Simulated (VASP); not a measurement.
BN, 2 atoms in the cell. The typed cell holds 2 atoms: a = 4.112 Å, b = 2.502 Å, c = 3.713 Å, α = 80.29°, β = 36.85°, γ = 62.86°.  This cell differs from its parent crystal: atom 1 (B) moved by (-0.200, +0.000) A along [1 1 0] and z.

| Item | Value |
| --- | --- |
| Program | VASP 6.6.1 |
| Task | single point |
| Functional | PBEsol |
| Potentials or basis | VASP PAW PBE potentials, release 64 (B, N) |
| Cutoff | 520 eV |
| k mesh | 12 × 12 × 12 |
| Occupations | gaussian, width 0.05 eV |
| Spin | no spin polarisation |
| Dipole correction | no |
| Further INCAR settings | ALGO = Normal; EDIFF = 1e-06; NBANDS = 11 |

Potentials or basis: VASP PAW PBE potentials, release 64 (B, N).

The run is started by

```console
$ cat potpaw_PBE.64/B/POTCAR potpaw_PBE.64/N/POTCAR > POTCAR
$ mpirun -np 1 vasp_std > vasp.out
```

Hardware: 1 thread of Intel Xeon 8259CL (shared host).

Q: How long does it take, and how much memory?

A: Wall time 4.9 min on 1 thread of Intel Xeon 8259CL, on a shared host, peak memory 0.29 GiB. Counts: scf iterations 13, k points 868.
